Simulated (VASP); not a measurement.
# Si20H8Br in VASP: single point with PBE

Aim: the single point of Si20H8Br with PBE.

Program: VASP 6.6.1. These are calculated values, not measurements. Logs are shortened: lines on timing, memory, paths and dates and some standing lists are left out, and cuts for length are marked.

## (1) The cell of the first run

The cell holds a slab with vacuum, 29 atoms: a = 7.679 Å, b = 7.679 Å, c = 19.256 Å, α = 90.00°, β = 90.00°, γ = 90.00°.

## (2) Single point, PBE, collinear spin, zero start

Input file INCAR:

```
PREC     = Accurate       # precision mode
ENCUT    = 400            # plane-wave cutoff, eV
EDIFF    = 1E-6           # SCF threshold, eV
ISMEAR   = 0              # smearing method
SIGMA    = 0.05           # smearing width, eV
LREAL    = False          # projectors in reciprocal space
LASPH    = True           # aspherical terms in the spheres
NELM     = 200            # most SCF steps
ALGO     = Normal         # electronic algorithm
ISIF     = 2              # what is computed and relaxed
LWAVE    = False          # write WAVECAR
LCHARG   = False          # write CHGCAR
ISPIN    = 2              # spin polarisation
MAGMOM   = 0 0 0 0 0 0 0 0 0 0 0 0 0 0 0 0 0 0 0 0 0 0 0 0 0 0 0 0 0 # initial moments
LORBIT   = 11             # projections on sites
GGA      = PE             # functional
NBANDS   = 72             # bands
GGA_COMPAT= False        
NELMDL   = -8
```

Input file KPOINTS:

```
regular mesh
0
Gamma
  2 2 1
```

Input file POSCAR:

```
Si20H8Br
1.0
    7.6791800000      0.0000000000      0.0000000000
    0.0000000000      7.6791800000      0.0000000000
    0.0000000000      0.0000000000     19.2555000000
H Si Br
8 20 1
Direct
    0.4093920184      0.0000000000      0.0519332139
    0.0906079816      0.0000000000      0.0519332139
    0.9093920184      0.0000000000      0.0519332139
    0.5906079816      0.0000000000      0.0519332139
    0.4093920184      0.5000000000      0.0519332139
    0.0906079816      0.5000000000      0.0519332139
    0.9093920184      0.5000000000      0.0519332139
    0.5906079816      0.5000000000      0.0519332139
    0.2500000000      0.0000000000      0.0968814105
    0.7500000000      0.0000000000      0.0968814105
    0.2500000000      0.5000000000      0.0968814105
    0.7500000000      0.5000000000      0.0968814105
    0.2504043400      0.2518953847      0.1639267742
    0.7569779586      0.2500063809      0.1653160396
    0.2510097432      0.7511873664      0.1699899250
    0.7531835430      0.7505432872      0.1699581938
    0.0067649150      0.2474630104      0.2370253694
    0.5020701429      0.2546486734      0.2302156786
    0.0029677648      0.7571869653      0.2444868219
    0.5026940376      0.7562971567      0.2419532082
    0.0048286406      0.0122800872      0.3155956480
    0.5113949667      0.0194753867      0.3057041365
    0.0115654276      0.4985012723      0.3110904417
    0.4941648718      0.4966768587      0.3077257407
    0.2666472201      0.0989944239      0.3717183142
    0.7512192708      0.0895016135      0.3753852665
    0.2549316463      0.4100376603      0.3723131053
    0.7527147430      0.3800978750      0.3500523487
    0.3422223467      0.0194911436      0.4814090520
```

Potentials or basis: VASP PAW PBE potentials, release 64 (H, Si, Br).

Run with:

```
> cat potpaw_PBE.64/H/POTCAR potpaw_PBE.64/Si/POTCAR potpaw_PBE.64/Br/POTCAR > POTCAR
> mpirun -np 1 vasp_std > vasp.out
```

OUTCAR:

```text
PREC = Accurate
   ENCUT = 400
   EDIFF = 1E-6
   ISMEAR = 0
   LREAL = False
   LASPH = True
   NELM = 200
   ISIF = 2
   ISPIN = 2
   LORBIT = 11
   GGA = PE
   NELMDL = -8

 ion  position               nearest neighbor table
   1  0.409  0.000  0.052-   9 1.50
   2  0.091  0.000  0.052-   9 1.50
   3  0.909  0.000  0.052-  10 1.50
   4  0.591  0.000  0.052-  10 1.50
   5  0.409  0.500  0.052-  11 1.50
   6  0.091  0.500  0.052-  11 1.50
   7  0.909  0.500  0.052-  12 1.50
   8  0.591  0.500  0.052-  12 1.50
   9  0.250  0.000  0.097-   1 1.50   2 1.50  13 2.33  15 2.37
  10  0.750  0.000  0.097-   3 1.50   4 1.50  14 2.33  16 2.38
  11  0.250  0.500  0.097-   5 1.50   6 1.50  13 2.30  15 2.39
  12  0.750  0.500  0.097-   7 1.50   8 1.50  14 2.33  16 2.38
  13  0.250  0.252  0.164-  11 2.30  18 2.32   9 2.33  17 2.34
  14  0.757  0.250  0.165-  18 2.32  12 2.33  10 2.33  17 2.36
  15  0.251  0.751  0.170-   9 2.37  20 2.38  19 2.38  11 2.39
  16  0.753  0.751  0.170-  20 2.37  10 2.38  12 2.38  19 2.40
  17  0.007  0.247  0.237-  13 2.34  21 2.36  14 2.36  23 2.40  28 3.10
  18  0.502  0.255  0.230-  13 2.32  22 2.32  14 2.32  24 2.38
  19  0.003  0.757  0.244-  23 2.37  15 2.38  21 2.39  16 2.40
  20  0.503  0.756  0.242-  24 2.36  22 2.37  16 2.37  15 2.38
  21  0.005  0.012  0.316-  26 2.34  17 2.36  25 2.38  19 2.39
  22  0.511  0.019  0.306-  18 2.32  26 2.34  25 2.35  20 2.37
  23  0.012  0.499  0.311-  28 2.31  27 2.31  19 2.37  17 2.40
  24  0.494  0.497  0.308-  27 2.32  28 2.33  20 2.36  18 2.38
  25  0.267  0.099  0.372-  29 2.27  22 2.35  21 2.38  27 2.39
  26  0.751  0.090  0.375-  28 2.28  21 2.34  22 2.34
  27  0.255  0.410  0.372-  23 2.31  24 2.32  25 2.39
  28  0.753  0.380  0.350-  26 2.28  23 2.31  24 2.33  17 3.10
  29  0.342  0.019  0.481-  25 2.27

  LATTYP: Found a simple tetragonal cell.
 ALAT       =     7.6791800000
 C/A-ratio  =     2.5074942898

  Lattice vectors:

 A1 = (   7.6791800000,   0.0000000000,   0.0000000000)
 A2 = (   0.0000000000,   7.6791800000,   0.0000000000)
 A3 = (   0.0000000000,   0.0000000000,  19.2555000000)

Analysis of symmetry for initial positions (statically):
=====================================================================
 Subroutine PRICEL returns:
 Original cell was already a primitive cell.

 Routine SETGRP: Setting up the symmetry group for a
 simple tetragonal supercell.

 Subroutine GETGRP returns: Found  1 space group operations
 (whereof  1 operations were pure point group operations)
 out of a pool of 16 trial point group operations.

The static configuration has the point symmetry C_1 .

Analysis of symmetry for dynamics (positions and initial velocities):
=====================================================================
 Subroutine PRICEL returns:
 Original cell was already a primitive cell.

 Routine SETGRP: Setting up the symmetry group for a
 simple tetragonal supercell.

 Subroutine GETGRP returns: Found  1 space group operations
 (whereof  1 operations were pure point group operations)
 out of a pool of 16 trial point group operations.

The dynamic configuration has the point symmetry C_1 .

Analysis of structural, dynamic, and magnetic symmetry:
=====================================================================
 Subroutine PRICEL returns:
 Original cell was already a primitive cell.

 Routine SETGRP: Setting up the symmetry group for a
 simple tetragonal supercell.

 Subroutine GETGRP returns: Found  1 space group operations
 (whereof  1 operations were pure point group operations)
 out of a pool of 16 trial point group operations.

The overall configuration has the point symmetry C_1 .

 Subroutine INISYM returns: Found  1 space group operations
 (whereof  1 operations are pure point group operations),
 and found     1 'primitive' translations

----------------------------------------------------------------------------------------

                                     Primitive cell

  volume of cell :    1135.4931

  direct lattice vectors                    reciprocal lattice vectors
     7.679180000  0.000000000  0.000000000     0.130222237  0.000000000  0.000000000
[... 98 lines left out ...]
  0.500000  0.000000  0.000000      1.000000
  0.000000  0.500000  0.000000      1.000000
  0.500000  0.500000  0.000000      1.000000
   k-points           NKPTS =      4   k-points in BZ     NKDIM =      4   number of bands    NBANDS=     72
   number of dos      NEDOS =    301   number of ions     NIONS =     29
   total plane-waves  NPLWV = 315000
   dimension x,y,z NGX =    50 NGY =   50 NGZ =  126
   dimension x,y,z NGXF=   100 NGYF=  100 NGZF=  252
   ions per type =               8  20   1
   NGX,Y,Z   is equivalent  to a cutoff of  10.82, 10.82, 10.88 a.u.
   NGXF,Y,Z  is equivalent  to a cutoff of  21.65, 21.65, 21.76 a.u.
 SYSTEM =  unknown system
   PREC   = accura    normal or accurate (medium, high low for compatibility)
   ISTART =      0    job   : 0-new  1-cont  2-samecut
   ICHARG =      2    charge: 1-file 2-atom 10-const
   ISPIN  =      2    spin polarized calculation?
   LNONCOLLINEAR =      F non collinear calculations
   LSORBIT =      F    spin-orbit coupling
   LASPH  =      T    aspherical Exc in radial PAW
   ENCUT  =  400.0 eV  29.40 Ry    5.42 a.u.  12.52 12.52 31.40*2*pi/ulx,y,z
   NELM   =    200;   NELMIN=  2; NELMDL= -8     # of ELM steps
   EDIFF  = 0.1E-05   stopping-criterion for ELM
   LREAL  =      F    real-space projection
   EDIFFG = 0.1E-04   stopping-criterion for IOM
   NSW    =      0    number of steps for IOM
   IBRION =     -1    ionic relax: 0-MD 1-quasi-New 2-CG
   NFREE  =      0    steps in history (QN), initial steepest desc. (CG)
   ISIF   =      2    stress and relaxation
   ISYM   =      2    0-nonsym 1-usesym 2-fastsym
   POTIM  = 0.5000    time-step for ionic-motion
   TEBEG  =    0.0;   TEEND  =   0.0 temperature during run
   PSTRESS=    0.0 pullay stress
   NELECT =      95.0000    total number of electrons
   NUPDOWN=      -1.0000    fix difference up-down
   EMIN   =  10.00;   EMAX   =-10.00  energy-range for DOS
   EFERMI =   0.00;   METHOD = LEGACY
   ISMEAR =     0;   SIGMA  =   0.05  broadening in eV -4-tet -1-fermi 0-gaus
   EFERMI_NEDOS =   21; number of points for ismear=-14 and -15
   IALGO  =     38    algorithm
   IMIX   =      4    mixing-type and parameters
     AMIX     =   0.40;   BMIX     =  1.00
     AMIX_MAG =   1.60;   BMIX_MAG =  1.00
  volume/ion in A,a.u.               =      39.15       264.23
  Fermi-wavevector in a.u.,A,eV,Ry     =   0.716013  1.353069  6.975371  0.512675
  Thomas-Fermi vector in A             =   1.804324
   LORBIT       =     11    0 simple, 1 ext, 2 COOP (PROOUT), +10 PAW based schemes
   GGA     = PE    functional components
   LHFCALC =     F    Hartree Fock is set to
   AEXX    =    0.0000 exact exchange contribution
   IVDW    =     0    specifies the selected vdW correction
   LEPSILON=     F    determine dielectric tensor
   LRPA    =     F    only Hartree local field effects (RPA)
 spin polarized calculation
 Gauss-broadening in eV      SIGMA  =   0.05
  energy-cutoff  :      400.00
  volume of cell :     1135.49
 maximum number of plane-waves:     20660
   NGX = 25   NGY = 25   NGZ = 63

 number of electron      94.9999973 magnetization       0.0014908

 number of electron      94.9999973 magnetization      -0.0001856

 Free energy of the ion-electron system (eV)
  ---------------------------------------------------
  ext. energy  EPLUGINS =         0.00000000
  ---------------------------------------------------
  free energy    TOTEN  =      -131.36718851 eV

  energy without entropy =     -131.35831743  energy(sigma->0) =     -131.36275297

 E-fermi :  -0.7824     XC(G=0):  -4.5339

 val. band max:       -0.8336291278   @ k =   0.0000   0.5000   0.0000
 cond. band min:      -0.7448741337   @ k =   0.5000   0.0000   0.0000
 fundamental gap:      0.0887549941
 Fermi energy:        -0.7824031655

 spin component 1

 k-point     1 :       0.0000    0.0000    0.0000
  band No.  band energies     occupation
      1     -15.9197      1.00000
      2     -12.4177      1.00000
      3     -11.2843      1.00000
      4     -10.6090      1.00000
      5     -10.4752      1.00000
      6     -10.4472      1.00000
[... 237 lines left out ...]
     58       2.5828      0.00000
     59       2.6245      0.00000
 Fermi energy:        -0.7824031655

 spin component 2

 k-point     1 :       0.0000    0.0000    0.0000
  band No.  band energies     occupation
      1     -15.9197      1.00000
      2     -12.4177      1.00000
      3     -11.2843      1.00000
      4     -10.6090      1.00000
      5     -10.4752      1.00000
      6     -10.4472      1.00000
[... 237 lines left out ...]
     58       2.5828      0.00000
     59       2.6244      0.00000
 [bands above 59 left out]

------------------------ aborting loop because EDIFF is reached ----------------------------------------

  FORCE on cell =-STRESS in cart. coord.  units (eV):
  Direction    XX          YY          ZZ          XY          YZ          ZX
  --------------------------------------------------------------------------------------
  -------------------------------------------------------------------------------------
  Total       19.0945913      1.9169691     -0.0468073      0.4915172     -2.2074297     -2.1271167
  in kB       26.9424108      2.7048377     -0.0660449      0.6935294     -3.1146767     -3.0013552
  external PRESSURE =       9.8604012 kB  Pullay stress =       0.0000000 kB

 VOLUME and BASIS-vectors are now :
 -----------------------------------------------------------------------------
  energy-cutoff  :      400.00
  volume of cell :     1135.49
      direct lattice vectors                 reciprocal lattice vectors
     7.679180000  0.000000000  0.000000000     0.130222237  0.000000000  0.000000000
     0.000000000  7.679180000  0.000000000     0.000000000  0.130222237  0.000000000
     0.000000000  0.000000000 19.255500000     0.000000000  0.000000000  0.051933214

 POSITION                                       TOTAL-FORCE (eV/Angst)
 -----------------------------------------------------------------------------------
      3.14379      0.00000      1.00000        -0.612900     -0.075873     -0.014884
      0.69580      0.00000      1.00000         0.616782     -0.085166     -0.009493
      6.98338      0.00000      1.00000        -0.626543     -0.100587     -0.041836
      4.53539      0.00000      1.00000         0.593021     -0.072738      0.012562
      3.14379      3.83959      1.00000        -0.627661      0.122668     -0.018504
      0.69580      3.83959      1.00000         0.630483      0.138148     -0.018010
[... 21 lines left out ...]
      5.78023      2.91884      6.74043         0.014187     -0.118446     -0.191027
      2.62799      0.14968      9.26977        -0.325699     -0.115114      0.065853
 -----------------------------------------------------------------------------------
    total drift:                               -0.000077      0.000099      0.001538

  FREE ENERGIE OF THE ION-ELECTRON SYSTEM (eV)
  ---------------------------------------------------
  free  energy   TOTEN  =      -131.3671885063 eV

  energy  without entropy=     -131.3583174301  energy(sigma->0) =     -131.36275297

 total charge

# of ion       s       p       d       tot
------------------------------------------
    1        0.569   0.018   0.000   0.587
    2        0.569   0.018   0.000   0.587
    3        0.569   0.018   0.000   0.587
    4        0.568   0.018   0.000   0.586
    5        0.570   0.018   0.000   0.587
    6        0.569   0.018   0.000   0.587
[... 21 lines left out ...]
   28        0.801   0.861   0.000   1.661
   29        1.616   3.231   0.022   4.869
--------------------------------------------------
tot         21.294  22.071   0.022  43.387

 magnetization (x)

# of ion       s       p       d       tot
------------------------------------------
    1       -0.000   0.000   0.000  -0.000
    2       -0.000   0.000   0.000  -0.000
    3        0.000  -0.000   0.000   0.000
    4        0.000  -0.000   0.000   0.000
    5       -0.000  -0.000   0.000  -0.000
    6       -0.000  -0.000   0.000  -0.000
[... 21 lines left out ...]
   28       -0.000   0.000   0.000   0.000
   29        0.000  -0.000  -0.000  -0.000
--------------------------------------------------
tot         -0.000  -0.000  -0.000  -0.000
```

Wall time 12 min (1 thread of Intel Xeon 6975P-C (Granite Rapids), shared host); peak memory 1.1 GiB.

What came out:

* Free energy: -131.3672 eV
* Largest force: 0.661 eV/Å
* Net moment: 0.00 μB per cell
* Valence electrons inside the program's atomic spheres: H 0.59, 0.58 (each value once); Si 1.74, 1.75, 1.72, 1.68, 1.66, 1.70, 1.67, 1.69, 1.62 (each value once); Br 4.87

Forces in eV/Å, atoms in the order of the input:
```
H   -0.613 -0.076 -0.015
H    0.617 -0.085 -0.009
H   -0.627 -0.101 -0.042
H    0.593 -0.073  0.013
H   -0.628  0.123 -0.019
H    0.630  0.138 -0.018
H   -0.648  0.119 -0.047
H    0.591  0.050  0.055
Si  -0.023 -0.113 -0.004
Si   0.128 -0.111  0.026
Si  -0.059  0.285 -0.073
Si   0.286  0.140  0.096
Si   0.016  0.013  0.002
Si  -0.007  0.001  0.004
Si   0.011  0.006  0.003
Si   0.000  0.001 -0.002
Si   0.010  0.013 -0.031
Si  -0.003 -0.019  0.035
Si   0.004  0.028 -0.019
Si   0.008  0.037  0.014
Si  -0.041  0.043 -0.053
Si   0.040  0.024  0.062
Si   0.040  0.022 -0.025
Si   0.009  0.027  0.001
Si  -0.032 -0.079  0.001
Si   0.015 -0.116  0.229
Si  -0.007 -0.061 -0.058
Si   0.014 -0.118 -0.191
Br  -0.326 -0.115  0.066
```

Levels at points of the mesh, in eV from the Fermi level:
Spin up:
| k point | band 44 | band 45 | band 46 | band 47 | band 48 | band 49 | band 50 | band 51 |
| --- | --- | --- | --- | --- | --- | --- | --- | --- |
| (0.00, 0.00, 0.00) | -0.93 | -0.86 | -0.64 | -0.42 | -0.19 | 0.54 | 1.05 | 1.18 |
| (0.50, 0.00, 0.00) | -1.12 | -0.86 | -0.79 | -0.16 | 0.04 | 0.82 | 1.72 | 1.73 |
| (0.00, 0.50, 0.00) | -1.39 | -0.68 | -0.49 | -0.29 | -0.05 | 0.66 | 1.41 | 1.70 |
| (0.50, 0.50, 0.00) | -1.59 | -1.39 | -1.21 | -0.05 | 0.22 | 1.06 | 1.80 | 1.94 |
Spin down:
```csv
k point,band 44,band 45,band 46,band 47,band 48,band 49,band 50,band 51
"(0.00, 0.00, 0.00)",-0.93,-0.86,-0.64,-0.42,-0.19,0.54,1.05,1.18
"(0.50, 0.00, 0.00)",-1.12,-0.86,-0.79,-0.16,0.04,0.82,1.72,1.73
"(0.00, 0.50, 0.00)",-1.39,-0.68,-0.49,-0.29,-0.05,0.66,1.41,1.70
"(0.50, 0.50, 0.00)",-1.59,-1.39,-1.21,-0.05,0.22,1.06,1.80,1.94
```

Caveat: the k points lie up to 0.41 Å⁻¹ apart.
